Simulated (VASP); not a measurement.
# As (R-3m) in VASP: relaxation of the atoms with PBE

Aim: the relaxation of the atoms of As with PBE.

Everything below comes from runs of VASP 6.6.1. Logs are shortened: lines on timing, memory, paths and dates and some standing lists are left out, and cuts for length are marked.

**1. The cell of the first run**

Symmetry: R-3m, No. 166, trigonal system. The conventional cell has a = 3.759 Å, b = 3.759 Å, c = 10.457 Å, α = 90.00°, β = 90.00°, γ = 120.00°. Within 3.3 Å of As (site symmetry 3m) lie 6 As at 2.52 to 3.10 Å.

**2. Relaxation of the atoms, PBE**

Input file INCAR:

```
PREC     = Accurate       # precision mode
ENCUT    = 520            # plane-wave cutoff, eV
EDIFF    = 1E-6           # SCF threshold, eV
ISMEAR   = -1             # smearing method
SIGMA    = 0.05           # smearing width, eV
LREAL    = False          # projectors in reciprocal space
LASPH    = True           # aspherical terms in the spheres
NELM     = 100            # most SCF steps
ALGO     = Normal         # electronic algorithm
ISIF     = 2              # what is computed and relaxed
LWAVE    = False          # write WAVECAR
LCHARG   = False          # write CHGCAR
GGA      = PE             # functional
IBRION   = 2              # ionic algorithm
NSW      = 80             # ionic steps
EDIFFG   = -0.02          # ionic threshold
```

Input file KPOINTS:

```
Automatic mesh
0
Gamma
  11 11 11
```

Input file POSCAR:

```
As
1.0
    1.8797494575      1.0852738553      3.4857700000
   -1.8797494575      1.0852738553      3.4857700000
    0.0000000000     -2.1705477106      3.4857700000
As
2
Direct
    0.2275400000      0.2275400000      0.2275400000
    0.7724600000      0.7724600000      0.7724600000
```

Potentials or basis: VASP PAW PBE potentials, release 64 (As).

Started as:

```bash
$ cat potpaw_PBE.64/As/POTCAR > POTCAR
$ mpirun -np 1 vasp_std > vasp.out
```

OUTCAR:

```text
PREC = Accurate
   ENCUT = 520
   EDIFF = 1E-6
   ISMEAR = -1
   LREAL = False
   LASPH = True
   NELM = 100
   ISIF = 2
   GGA = PE
   IBRION = 2
   NSW = 80
   EDIFFG = -0.02

 ion  position               nearest neighbor table
   1  0.228  0.228  0.228-   2 2.52   2 2.52   2 2.52
   2  0.772  0.772  0.772-   1 2.52   1 2.52   1 2.52

  LATTYP: Found a trigonal (rhomboedric) cell.
 ALAT       =     4.1063207202
 COS(alpha) =     0.5808936906

  Lattice vectors:

 A1 = (   1.8797494575,   1.0852738553,   3.4857700000)
 A2 = (  -1.8797494575,   1.0852738553,   3.4857700000)
 A3 = (   0.0000000000,  -2.1705477106,   3.4857700000)

Analysis of symmetry for initial positions (statically):
=====================================================================
 Subroutine PRICEL returns:
 Original cell was already a primitive cell.

 Routine SETGRP: Setting up the symmetry group for a
 trigonal (rhombohedral) supercell.

 Subroutine GETGRP returns: Found 12 space group operations
 (whereof 12 operations were pure point group operations)
 out of a pool of 12 trial point group operations.

The static configuration has the point symmetry D_3d.

Analysis of symmetry for dynamics (positions and initial velocities):
=====================================================================
 Subroutine PRICEL returns:
 Original cell was already a primitive cell.

 Routine SETGRP: Setting up the symmetry group for a
 trigonal (rhombohedral) supercell.

 Subroutine GETGRP returns: Found 12 space group operations
 (whereof 12 operations were pure point group operations)
 out of a pool of 12 trial point group operations.

The dynamic configuration has the point symmetry D_3d.

 Subroutine INISYM returns: Found 12 space group operations
 (whereof 12 operations are pure point group operations),
 and found     1 'primitive' translations

----------------------------------------------------------------------------------------

                                     Primitive cell

  volume of cell :      42.6667

  direct lattice vectors                    reciprocal lattice vectors
     1.879749457  1.085273855  3.485770000     0.265992895  0.153571070  0.095626887
    -1.879749457  1.085273855  3.485770000    -0.265992895  0.153571070  0.095626887
     0.000000000 -2.170547711  3.485770000     0.000000000 -0.307142139  0.095626887

  length of vectors
     4.106320720  4.106320720  4.106320720     0.321684310  0.321684310  0.321684310

  position of ions in fractional coordinates (direct lattice)
     0.227540000  0.227540000  0.227540000
     0.772460000  0.772460000  0.772460000

  ion indices of the primitive-cell ions
   primitive index   ion index
                 1           1
                 2           2

----------------------------------------------------------------------------------------

 KPOINTS: Automatic mesh

Automatic generation of k-mesh.
 Grid dimensions read from file:
 generate k-points for:   11   11   11

 Generating k-lattice:

  Cartesian coordinates                     Fractional coordinates (reciprocal lattice)
     0.024181172  0.013961006  0.008693353     0.090909091 -0.000000000 -0.000000000
    -0.024181172  0.013961006  0.008693353    -0.000000000  0.090909091 -0.000000000
     0.000000000 -0.027922013  0.008693353    -0.000000000 -0.000000000  0.090909091

  Length of vectors
     0.029244028  0.029244028  0.029244028

  Shift w.r.t. Gamma in fractional coordinates (k-lattice)
     0.000000000  0.000000000  0.000000000

 Subroutine IBZKPT returns following result:
 ===========================================

 Found    146 irreducible k-points:

 Following reciprocal coordinates:
            Coordinates               Weight
  0.000000  0.000000  0.000000      1.000000
  0.090909  0.000000  0.000000      6.000000
  0.181818  0.000000  0.000000      6.000000
  0.272727  0.000000  0.000000      6.000000
  0.363636  0.000000  0.000000      6.000000
  0.454545  0.000000  0.000000      6.000000
[... 16 lines left out ...]
 -0.272727  0.181818 -0.000000     12.000000
 -0.181818  0.181818  0.000000      6.000000
 [... further k-points ...]
   k-points           NKPTS =    146   k-points in BZ     NKDIM =    146   number of bands    NBANDS=      9
   number of dos      NEDOS =    301   number of ions     NIONS =      2
   total plane-waves  NPLWV =  32768
   dimension x,y,z NGX =    32 NGY =   32 NGZ =   32
   dimension x,y,z NGXF=    64 NGYF=   64 NGZF=   64
   ions per type =               2
   NGX,Y,Z   is equivalent  to a cutoff of  12.96, 12.96, 12.96 a.u.
   NGXF,Y,Z  is equivalent  to a cutoff of  25.91, 25.91, 25.91 a.u.
 SYSTEM =  unknown system
   PREC   = accura    normal or accurate (medium, high low for compatibility)
   ISTART =      0    job   : 0-new  1-cont  2-samecut
   ICHARG =      2    charge: 1-file 2-atom 10-const
   ISPIN  =      1    spin polarized calculation?
   LNONCOLLINEAR =      F non collinear calculations
   LSORBIT =      F    spin-orbit coupling
   LASPH  =      T    aspherical Exc in radial PAW
   ENCUT  =  520.0 eV  38.22 Ry    6.18 a.u.   7.64  7.64  7.64*2*pi/ulx,y,z
   NELM   =    100;   NELMIN=  2; NELMDL= -5     # of ELM steps
   EDIFF  = 0.1E-05   stopping-criterion for ELM
   LREAL  =      F    real-space projection
   EDIFFG = -.2E-01   stopping-criterion for IOM
   NSW    =     80    number of steps for IOM
   IBRION =      2    ionic relax: 0-MD 1-quasi-New 2-CG
   NFREE  =      1    steps in history (QN), initial steepest desc. (CG)
   ISIF   =      2    stress and relaxation
   ISYM   =      2    0-nonsym 1-usesym 2-fastsym
   POTIM  = 0.5000    time-step for ionic-motion
   TEBEG  =    0.0;   TEEND  =   0.0 temperature during run
   PSTRESS=    0.0 pullay stress
   NELECT =      10.0000    total number of electrons
   NUPDOWN=      -1.0000    fix difference up-down
   EMIN   =  10.00;   EMAX   =-10.00  energy-range for DOS
   EFERMI =   0.00;   METHOD = LEGACY
   ISMEAR =    -1;   SIGMA  =   0.05  broadening in eV -4-tet -1-fermi 0-gaus
   EFERMI_NEDOS =   21; number of points for ismear=-14 and -15
   IALGO  =     38    algorithm
   IMIX   =      4    mixing-type and parameters
     AMIX     =   0.40;   BMIX     =  1.00
     AMIX_MAG =   1.60;   BMIX_MAG =  1.00
  volume/ion in A,a.u.               =      21.33       143.96
  Fermi-wavevector in a.u.,A,eV,Ry     =   1.009358  1.907409 13.861654  1.018803
  Thomas-Fermi vector in A             =   2.142281
   LORBIT       =      0    0 simple, 1 ext, 2 COOP (PROOUT), +10 PAW based schemes
   GGA     = PE    functional components
   LHFCALC =     F    Hartree Fock is set to
   AEXX    =    0.0000 exact exchange contribution
   IVDW    =     0    specifies the selected vdW correction
   LEPSILON=     F    determine dielectric tensor
   LRPA    =     F    only Hartree local field effects (RPA)
 conjugate gradient relaxation of ions
 non-spin polarized calculation
  energy-cutoff  :      520.00
  volume of cell :       42.67
 maximum number of plane-waves:      1162
   NGX = 15   NGY = 15   NGZ = 15

--------------------------------------- Ionic step        1  -------------------------------------------

 number of electron      10.0000000 magnetization

 Free energy of the ion-electron system (eV)
  ---------------------------------------------------
  ext. energy  EPLUGINS =         0.00000000
  ---------------------------------------------------
  free energy    TOTEN  =        -9.32074614 eV

  energy without entropy =       -9.31985719  energy(sigma->0) =       -9.32030167

------------------------ aborting loop because EDIFF is reached ----------------------------------------

  FORCE on cell =-STRESS in cart. coord.  units (eV):
  Direction    XX          YY          ZZ          XY          YZ          ZX
  --------------------------------------------------------------------------------------
  -------------------------------------------------------------------------------------
  Total        1.1370279      1.1370279      0.8259443      0.0000000      0.0000000      0.0000000
  in kB       42.6965141     42.6965141     31.0150211      0.0000000      0.0000000      0.0000000
  external PRESSURE =      38.8026831 kB  Pullay stress =       0.0000000 kB

 VOLUME and BASIS-vectors are now :
 -----------------------------------------------------------------------------
  energy-cutoff  :      520.00
  volume of cell :       42.67
      direct lattice vectors                 reciprocal lattice vectors
     1.879749457  1.085273855  3.485770000     0.265992895  0.153571070  0.095626887
    -1.879749457  1.085273855  3.485770000    -0.265992895  0.153571070  0.095626887
     0.000000000 -2.170547711  3.485770000     0.000000000 -0.307142139  0.095626887
[... 37 lines left out ...]
 POSITION                                       TOTAL-FORCE (eV/Angst)
 -----------------------------------------------------------------------------------
      0.00000      0.00000      2.39298         0.000000      0.000000      0.045152
      0.00000      0.00000      8.06433         0.000000     -0.000000     -0.045152
 -----------------------------------------------------------------------------------
    total drift:                               -0.000000     -0.000000     -0.000000

  FREE ENERGIE OF THE ION-ELECTRON SYSTEM (eV)
  ---------------------------------------------------
  free  energy   TOTEN  =        -9.3250916589 eV

  energy  without entropy=       -9.3239077231  energy(sigma->0) =       -9.32449969

--------------------------------------- Ionic step        3  -------------------------------------------

 number of electron       9.9999999 magnetization

 Free energy of the ion-electron system (eV)
  ---------------------------------------------------
  ext. energy  EPLUGINS =         0.00000000
  ---------------------------------------------------
  free energy    TOTEN  =        -9.32521117 eV

  energy without entropy =       -9.32392514  energy(sigma->0) =       -9.32456816

 E-fermi :   5.6472     XC(G=0): -10.0241

 val. band max:        5.5978419071   @ k =   0.4545   0.3636   0.3636
 cond. band min:       5.6841251757   @ k =   0.4545   0.0909   0.0909
 fundamental gap:      0.0862832686
 Fermi energy:         5.6472394242

 k-point     1 :       0.0000    0.0000    0.0000
  band No.  band energies     occupation
      1      -9.4812      2.00000
      2      -0.2411      2.00000
      3       2.9323      2.00000
      4       3.6150      2.00000
      5       3.6150      2.00000
      6       7.4954      0.00000
      7       8.5620      0.00000
      8       8.5620      0.00000
      9      12.2847      0.00000

 k-point     2 :       0.0909    0.0000    0.0000
  band No.  band energies     occupation
      1      -9.3698      2.00000
      2      -0.6353      2.00000
      3       2.9970      2.00000
      4       3.5419      2.00000
      5       3.5648      2.00000
      6       7.6595      0.00000
      7       8.3073      0.00000
      8       8.4209      0.00000
      9      11.6177      0.00000
[... 253 lines left out ...]
 k-point    24 :      -0.1818    0.1818    0.0000
  band No.  band energies     occupation
      1      -8.2724      2.00000
      2      -3.0081      2.00000
      3       1.6018      2.00000
      4       3.7553      2.00000
      5       3.8258      2.00000
      6       6.1825      0.00004
      7       6.6773      0.00000
      8       9.2837      0.00000
      9      10.9056      0.00000

 [... further k-points ...]

------------------------ aborting loop because EDIFF is reached ----------------------------------------

  FORCE on cell =-STRESS in cart. coord.  units (eV):
  Direction    XX          YY          ZZ          XY          YZ          ZX
  --------------------------------------------------------------------------------------
  -------------------------------------------------------------------------------------
  Total        0.9570645      0.9570645      0.5162884      0.0000000      0.0000000      0.0000000
  in kB       35.9387127     35.9387127     19.3871361      0.0000000      0.0000000      0.0000000
  external PRESSURE =      30.4215205 kB  Pullay stress =       0.0000000 kB

 VOLUME and BASIS-vectors are now :
 -----------------------------------------------------------------------------
  energy-cutoff  :      520.00
  volume of cell :       42.67
      direct lattice vectors                 reciprocal lattice vectors
     1.879749457  1.085273855  3.485770000     0.265992895  0.153571070  0.095626887
    -1.879749457  1.085273855  3.485770000    -0.265992895  0.153571070  0.095626887
     0.000000000 -2.170547711  3.485770000     0.000000000 -0.307142139  0.095626887

 POSITION                                       TOTAL-FORCE (eV/Angst)
 -----------------------------------------------------------------------------------
      0.00000      0.00000      2.39577         0.000000     -0.000000     -0.000618
      0.00000      0.00000      8.06154         0.000000      0.000000      0.000618
 -----------------------------------------------------------------------------------
    total drift:                                0.000000     -0.000000      0.000000

  FREE ENERGIE OF THE ION-ELECTRON SYSTEM (eV)
  ---------------------------------------------------
  free  energy   TOTEN  =        -9.3252111708 eV

  energy  without entropy=       -9.3239251431  energy(sigma->0) =       -9.32456816

 reached required accuracy - stopping structural energy minimisation
```

It took 36 s on 1 thread of Intel Xeon Platinum 8488C (Sapphire Rapids), shared host; peak memory 0.21 GiB.

What came out:

- Free energy: -9.3252 eV
- Energy gained by relaxing: 2.2 meV/atom
- Ionic steps: 3
- Pressure after relaxing: 3.0 GPa
- Band gap on the k mesh: zero (bands 5 and 6 overlap by 0.36 eV)

Step by step:
| step | energy change (eV) | largest force (eV/Å) | pressure (GPa) |
| --- | --- | --- | --- |
| 1 | 0.0000 | 0.2804 | 3.88 |
| 2 | -0.0043 | 0.0452 | 3.19 |
| 3 | -0.0045 | 0.0006 | 3.04 |

Final structure:
```
CELL_PARAMETERS angstrom
1.87975 1.08527 3.48577
-1.87975 1.08527 3.48577
0.00000 -2.17055 3.48577
ATOMIC_POSITIONS crystal
As 0.22910 0.22910 0.22910
As 0.77090 0.77090 0.77090
```
